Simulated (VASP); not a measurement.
# AlNi3 (Pm-3m) in VASP: settings compared, part 2 of 2

VASP 6.6.1.

## 3. Single point, LDA, collinear spin, ferromagnetic start

This run uses another cell than the first one, of 10.54 Å³/atom, 0.960 times its volume.

Contents of INCAR:

```
PREC = Accurate
ENCUT = 520
EDIFF = 1E-7
ISMEAR = -1
SIGMA = 0.05
LREAL = False
LASPH = True
NELM = 150
ALGO = Normal
ISIF = 2
LWAVE = False
LCHARG = False
ISPIN = 2
MAGMOM = 1 1 1 0
LORBIT = 11
LMAXMIX = 4
GGA = CA
NBANDS = 28
```

Contents of KPOINTS:

```
Automatic mesh
0
Gamma
  8 8 8
```

Contents of POSCAR:

```
AlNi3
1.0
    3.4806581690      0.0000000000      0.0000000000
    0.0000000000      3.4806581690      0.0000000000
    0.0000000000      0.0000000000      3.4806581690
Ni Al
3 1
Direct
    0.5000000000      0.5000000000      0.0000000000
    0.5000000000      0.0000000000      0.5000000000
    0.0000000000      0.5000000000      0.5000000000
    0.0000000000      0.0000000000      0.0000000000
```

Potentials or basis: VASP PAW LDA potentials, release 64 (Ni, Al).

Started as:

```sh
$ cat potpaw_LDA.64/Ni/POTCAR potpaw_LDA.64/Al/POTCAR > POTCAR
$ mpirun -np 1 vasp_std > vasp.out
```

OUTCAR:

```text
PREC = Accurate
   ENCUT = 520
   EDIFF = 1E-7
   ISMEAR = -1
   LREAL = False
   LASPH = True
   NELM = 150
   ISIF = 2
   ISPIN = 2
   LORBIT = 11
   GGA = CA

 ion  position               nearest neighbor table
   1  0.500  0.500  0.000-   2 2.46   3 2.46   4 2.46   2 2.46   3 2.46   2 2.46   4 2.46   2 2.46
                             3 2.46   4 2.46   3 2.46   4 2.46
   2  0.500  0.000  0.500-   1 2.46   3 2.46   4 2.46   1 2.46   4 2.46   1 2.46   3 2.46   1 2.46
                             3 2.46   4 2.46   4 2.46   3 2.46
   3  0.000  0.500  0.500-   1 2.46   2 2.46   4 2.46   1 2.46   4 2.46   2 2.46   4 2.46   4 2.46
                             1 2.46   2 2.46   1 2.46   2 2.46
   4  0.000  0.000  0.000-   1 2.46   2 2.46   3 2.46   2 2.46   3 2.46   1 2.46   3 2.46   3 2.46
                             1 2.46   2 2.46   2 2.46   1 2.46

  LATTYP: Found a simple cubic cell.
 ALAT       =     3.4806581690

  Lattice vectors:

 A1 = (   3.4806581690,   0.0000000000,   0.0000000000)
 A2 = (   0.0000000000,   3.4806581690,   0.0000000000)
 A3 = (   0.0000000000,   0.0000000000,   3.4806581690)

[... 1691 lines left out ...]
     28      25.8719      0.00000

 [... further k-points ...]
[... 5 lines left out ...]
  --------------------------------------------------------------------------------------
  -------------------------------------------------------------------------------------
  Total        0.0488361      0.0488361      0.0488361     -0.0000000      0.0000000     -0.0000000
  in kB        1.8555263      1.8555263      1.8555263     -0.0000000      0.0000000     -0.0000000
  external PRESSURE =       1.8555263 kB  Pullay stress =       0.0000000 kB

 VOLUME and BASIS-vectors are now :
 -----------------------------------------------------------------------------
  energy-cutoff  :      520.00
  volume of cell :       42.17
      direct lattice vectors                 reciprocal lattice vectors
     3.480658169  0.000000000  0.000000000     0.287301985  0.000000000  0.000000000
     0.000000000  3.480658169  0.000000000     0.000000000  0.287301985  0.000000000
     0.000000000  0.000000000  3.480658169     0.000000000  0.000000000  0.287301985

 POSITION                                       TOTAL-FORCE (eV/Angst)
 -----------------------------------------------------------------------------------
      1.74033      1.74033      0.00000         0.000000      0.000000      0.000000
      1.74033      0.00000      1.74033         0.000000      0.000000      0.000000
      0.00000      1.74033      1.74033         0.000000      0.000000      0.000000
      0.00000      0.00000      0.00000         0.000000      0.000000      0.000000
 -----------------------------------------------------------------------------------
    total drift:                                0.000000      0.000000      0.000000

  FREE ENERGIE OF THE ION-ELECTRON SYSTEM (eV)
  ---------------------------------------------------
  free  energy   TOTEN  =       -25.8438137571 eV

  energy  without entropy=      -25.8044372414  energy(sigma->0) =      -25.82412550

 total charge

# of ion       s       p       d       tot
------------------------------------------
    1        0.527   0.577   8.434   9.537
    2        0.527   0.577   8.434   9.537
    3        0.527   0.577   8.434   9.537
    4        0.420   0.424   0.000   0.843
--------------------------------------------------
tot          1.999   2.154  25.301  29.454

 magnetization (x)

# of ion       s       p       d       tot
------------------------------------------
    1       -0.001  -0.002   0.099   0.096
    2       -0.001  -0.002   0.099   0.096
    3       -0.001  -0.002   0.099   0.096
    4       -0.000  -0.003   0.000  -0.003
--------------------------------------------------
tot         -0.002  -0.009   0.298   0.287
```

OSZICAR:

```text
N       E                     dE             d eps       ncg     rms          rms(c)
DAV:   1     0.196630485112E+03    0.19663E+03   -0.14150E+04  4024   0.158E+03
DAV:   2    -0.170906188696E+02   -0.21372E+03   -0.19768E+03  3932   0.298E+02
DAV:   3    -0.298441977281E+02   -0.12754E+02   -0.12079E+02  4284   0.920E+01
[... 12 lines left out ...]
DAV:  16    -0.258438085009E+02   -0.37805E-05   -0.33875E-06  4772   0.333E-02    0.119E-02
DAV:  17    -0.258438114253E+02   -0.29244E-05   -0.38308E-06  4856   0.330E-02    0.859E-03
DAV:  18    -0.258438132512E+02   -0.18258E-05   -0.42562E-06  4828   0.355E-02    0.417E-03
DAV:  19    -0.258438137052E+02   -0.45404E-06   -0.26796E-06  4916   0.261E-02    0.880E-04
DAV:  20    -0.258438137571E+02   -0.51908E-07   -0.41226E-07  3708   0.558E-03
   1 F= -.25843814E+02 E0= -.25824125E+02  d E =-.393765E-01  mag=     0.2796
```

stdout:

```text
POSCAR found type information on POSCAR NiAl
 POSCAR found :  2 types and       4 ions
 scaLAPACK will be used
 LDA part: xc-table for (Slater(with rela. corr.)+CA(PZ))
 , standard interpolation
 POSCAR, INCAR and KPOINTS ok, starting setup
 FFT: planning ... GRIDC
 FFT: planning ... GRID_SOFT
 FFT: planning ... GRID
 WAVECAR not read
 entering main loop
```

Wall time 60 s (1 thread of Intel Xeon Platinum 8559C (Emerald Rapids), shared host); peak memory 0.18 GiB.

Results:

- Free energy: -25.8438 eV
- Pressure: 0.2 GPa
- Net moment: 0.28 μB per cell
- Site moments: Ni +0.10; Al -0.00 μB
- Valence electrons inside the program's atomic spheres: Ni 9.54; Al 0.84

Levels at points of the mesh, in eV from the Fermi level:
Spin up:
```tsv
k point	band 13	band 14	band 15	band 16	band 17	band 18	band 19	band 20	band 21	band 22
(0.00, 0.00, 0.00)	-0.13	0.12	0.12	0.12	0.93	0.93	0.93	7.04	7.04	7.99
(0.50, 0.00, 0.00)	-1.19	-1.17	-1.01	-0.42	0.12	5.86	5.86	5.91	5.91	6.79
(0.50, 0.50, 0.00)	-1.31	-1.20	-0.94	-0.90	-0.52	1.08	1.08	8.55	8.55	8.72
(0.50, 0.50, 0.50)	-1.31	-1.05	-1.05	-0.22	-0.09	-0.09	-0.09	3.90	4.45	4.45
```
Spin down:
| k point | band 13 | band 14 | band 15 | band 16 | band 17 | band 18 | band 19 | band 20 |
| --- | --- | --- | --- | --- | --- | --- | --- | --- |
| (0.00, 0.00, 0.00) | -0.03 | 0.25 | 0.25 | 0.25 | 0.93 | 0.93 | 0.93 | 7.08 |
| (0.50, 0.00, 0.00) | -1.09 | -1.09 | -0.92 | -0.34 | 0.25 | 5.88 | 5.88 | 5.94 |
| (0.50, 0.50, 0.00) | -1.24 | -1.15 | -0.86 | -0.77 | -0.47 | 1.18 | 1.18 | 8.57 |
| (0.50, 0.50, 0.50) | -1.24 | -0.98 | -0.98 | -0.21 | 0.03 | 0.03 | 0.03 | 3.94 |

## 4. Single point, LDA, collinear spin, ferromagnetic start

This run uses another cell than the first one, of 10.93 Å³/atom, 0.995 times its volume.

Contents of INCAR:

```
SYSTEM = AlNi3
PREC = Accurate ; ENCUT = 520
EDIFF = 1E-6 ; ISMEAR = -1
SIGMA = 0.05 ; LREAL = .False.
LASPH = .True. ; NELM = 150
ALGO = Normal ; ISIF = 2
LWAVE = .False. ; LCHARG = .False.
ISPIN = 2 ; MAGMOM = 1 1 1 0
LORBIT = 11 ; LMAXMIX = 4
NBANDS = 28
```

Contents of KPOINTS:

```
Automatic mesh
0
Gamma
  8 8 8
  0 0 0
```

Contents of POSCAR:

```
AlNi3
1.0
    3.5230547267      0.0000000000      0.0000000000
    0.0000000000      3.5230547267      0.0000000000
    0.0000000000      0.0000000000      3.5230547267
Ni Al
3 1
Direct
    0.5000000000      0.5000000000      0.0000000000
    0.5000000000      0.0000000000      0.5000000000
    0.0000000000      0.5000000000      0.5000000000
    0.0000000000      0.0000000000      0.0000000000
```

Started as:

```sh
$ cat potpaw_LDA.64/Ni/POTCAR potpaw_LDA.64/Al/POTCAR > POTCAR
$ mpirun -np 1 vasp_std > vasp.out
```

Run time: 56 s. Hardware: 1 thread of Intel Xeon Platinum 8559C (Emerald Rapids), shared host; peak memory 0.18 GiB.

The run converged. Its results:

```
Free energy                                           : -25.8087 eV
Pressure                                              : -7.2 GPa
Net moment                                            : 0.38 μB per cell
Site moments                                          : Ni +0.13; Al -0.00 μB
Valence electrons inside the program's atomic spheres : Ni 9.47; Al 0.82
```

Levels at points of the mesh, in eV from the Fermi level:
Spin up:
```csv
k point,band 15,band 16,band 17,band 18,band 19,band 20
"(0.00, 0.00, 0.00)",0.08,0.08,0.92,0.92,0.92,6.82
"(0.50, 0.00, 0.00)",-0.98,-0.42,0.08,5.71,5.71,5.73
"(0.50, 0.50, 0.00)",-0.91,-0.88,-0.51,1.01,1.01,8.37
"(0.50, 0.50, 0.50)",-1.02,-0.16,-0.12,-0.12,-0.12,3.64
```
Spin down:
```
           k point  band 14  band 15  band 16  band 17  band 18  band 19
(0.00, 0.00, 0.00)     0.26     0.26     0.26     0.92     0.92     0.92
(0.50, 0.00, 0.00)    -1.02    -0.86    -0.31     0.26     5.75     5.75
(0.50, 0.50, 0.00)    -1.08    -0.81    -0.71    -0.43     1.13     1.13
(0.50, 0.50, 0.50)    -0.92    -0.92    -0.15     0.04     0.04     0.04
```

## 5. Single point, PBEsol, collinear spin, ferromagnetic start

This run uses another cell than the first one, of 10.93 Å³/atom, 0.995 times its volume.

Contents of INCAR:

```
PREC = Accurate
ENCUT = 520
EDIFF = 1E-6
ISMEAR = -1
SIGMA = 0.05
LREAL = F
LASPH = T
NELM = 150
ALGO = Fast
ISIF = 2
LWAVE = F
LCHARG = F
ISPIN = 2
MAGMOM = 1 1 1 0
LORBIT = 11
LMAXMIX = 4
GGA = PS
NBANDS = 28
```

Contents of KPOINTS:

```
regular mesh
0
Gamma
  8 8 8
```

POSCAR is that of step 4.

Potentials or basis: VASP PAW PBE potentials, release 64 (Ni, Al).

Started as:

```sh
$ cat potpaw_PBE.64/Ni/POTCAR potpaw_PBE.64/Al/POTCAR > POTCAR
$ mpirun -np 1 vasp_std > vasp.out
```

Run time: 51 s. Hardware: 1 thread of Intel Xeon Platinum 8559C (Emerald Rapids), shared host; peak memory 0.2 GiB.

Results (log left out):

```yaml
Free_energy: -24.3033 eV
Pressure: -0.4 GPa
Net_moment: 0.63 μB per cell
Site_moments: Ni +0.22; Al -0.01 μB
Valence_electrons_inside_the_program's_atomic_spheres: Ni 9.46; Al 0.81
```

Levels at points of the mesh, in eV from the Fermi level:
Spin up:
| k point | band 14 | band 15 | band 16 | band 17 | band 18 | band 19 | band 20 | band 21 |
| --- | --- | --- | --- | --- | --- | --- | --- | --- |
| (0.00, 0.00, 0.00) | -0.02 | -0.02 | -0.02 | 0.87 | 0.87 | 0.87 | 6.73 | 6.73 |
| (0.50, 0.00, 0.00) | -1.17 | -1.05 | -0.48 | -0.02 | 5.67 | 5.67 | 5.68 | 5.68 |
| (0.50, 0.50, 0.00) | -1.21 | -0.97 | -0.96 | -0.57 | 0.92 | 0.92 | 8.31 | 8.31 |
| (0.50, 0.50, 0.50) | -1.07 | -1.07 | -0.25 | -0.21 | -0.21 | -0.21 | 3.63 | 4.18 |
Spin down:
```tsv
k point	band 14	band 15	band 16	band 17	band 18	band 19
(0.00, 0.00, 0.00)	0.33	0.33	0.33	0.85	0.85	0.85
(0.50, 0.00, 0.00)	-0.97	-0.84	-0.30	0.33	5.72	5.72
(0.50, 0.50, 0.00)	-1.10	-0.79	-0.64	-0.45	1.16	1.16
(0.50, 0.50, 0.50)	-0.91	-0.91	-0.25	0.10	0.10	0.10
```

Caveat: the PAW data sets were made with another functional, which shifts forces and pressure a little.

## 6. Single point, PBEsol, collinear spin, ferromagnetic start

This run uses another cell than the first one, of 10.65 Å³/atom, 0.969 times its volume.

Contents of INCAR:

```
PREC = Accurate
ENCUT = 520
EDIFF = 1E-6
ISMEAR = -1
SIGMA = 0.05
LREAL = False
LASPH = True
NELM = 150
ALGO = Normal
ISIF = 2
LWAVE = False
LCHARG = False
ISPIN = 2
MAGMOM = 1 1 1 0
LORBIT = 11
LMAXMIX = 4
GGA = PS
NBANDS = 28
```

KPOINTS is that of step 5.

Contents of POSCAR:

```
AlNi3
1.0
    3.4919718824      0.0000000000      0.0000000000
    0.0000000000      3.4919718824      0.0000000000
    0.0000000000      0.0000000000      3.4919718824
Ni Al
3 1
Direct
    0.5000000000      0.5000000000      0.0000000000
    0.5000000000      0.0000000000      0.5000000000
    0.0000000000      0.5000000000      0.5000000000
    0.0000000000      0.0000000000      0.0000000000
```

Potentials or basis: VASP PAW PBE potentials, release 64 (Ni, Al).

Started as:

```sh
$ cat potpaw_PBE.64/Ni/POTCAR potpaw_PBE.64/Al/POTCAR > POTCAR
$ mpirun -np 1 vasp_std > vasp.out
```

It took 78 s on 1 thread of Intel Xeon Platinum 8124M at 3.00GHz (Skylake/Cascade Lake), shared host; peak memory 0.21 GiB.

It converged, with:

| Property | Result |
| --- | --- |
| Free energy | -24.2875 eV |
| Pressure | 5.0 GPa |
| Net moment | 0.59 μB per cell |
| Site moments | Ni +0.21; Al -0.01 μB |
| Valence electrons inside the program's atomic spheres | Ni 9.51; Al 0.83 |

Levels at points of the mesh, in eV from the Fermi level:
Spin up:
```csv
k point,band 13,band 14,band 15,band 16,band 17,band 18,band 19,band 20,band 21,band 22
"(0.00, 0.00, 0.00)",-0.22,0.00,0.00,0.00,0.88,0.88,0.88,6.89,6.89,7.88
"(0.50, 0.00, 0.00)",-1.25,-1.21,-1.07,-0.48,0.00,5.76,5.76,5.82,5.82,6.65
"(0.50, 0.50, 0.00)",-1.36,-1.25,-0.99,-0.99,-0.58,0.97,0.97,8.44,8.44,8.62
"(0.50, 0.50, 0.50)",-1.35,-1.10,-1.10,-0.29,-0.19,-0.19,-0.19,3.81,4.32,4.32
```
Spin down:
```
           k point  band 14  band 15  band 16  band 17  band 18  band 19
(0.00, 0.00, 0.00)     0.34     0.34     0.34     0.86     0.86     0.86
(0.50, 0.00, 0.00)    -1.01    -0.88    -0.32     0.34     5.81     5.81
(0.50, 0.50, 0.00)    -1.14    -0.83    -0.67    -0.47     1.20     1.20
(0.50, 0.50, 0.50)    -0.94    -0.94    -0.30     0.10     0.10     0.10
```

Caveat: the PAW data sets were made with another functional, which shifts forces and pressure a little.

## 7. The runs side by side

```tsv
level	potentials or basis	cell	gap on the mesh (eV)	pressure (GPa)	moment (μB)
PBE+D4	VASP PAW PBE potentials, release 64 (Ni, Al)	a = 3.529 Å, 4 atoms	none	0.0	0.67
LDA	VASP PAW LDA potentials, release 64 (Ni, Al)	a = 3.481 Å, 4 atoms	none	0.2	0.28
LDA	VASP PAW LDA potentials, release 64 (Ni, Al)	a = 3.523 Å, 4 atoms	none	-7.2	0.38
PBEsol	VASP PAW PBE potentials, release 64 (Ni, Al)	a = 3.523 Å, 4 atoms	none	-0.4	0.63
PBEsol	VASP PAW PBE potentials, release 64 (Ni, Al)	a = 3.492 Å, 4 atoms	none	5.0	0.59
```

Alike in all rows: task single point; spin collinear, ferromagnetic start; k mesh 8 × 8 × 8; cutoff (eV) 520; smearing fermi-dirac 0.05 eV.

Caveats: the PAW data sets were made with another functional, which shifts forces and pressure a little (some runs); pairwise dispersion overbinds metals, which lowers pressure and volume (some runs).

Absolute energies hang on the potentials; compare differences alone.
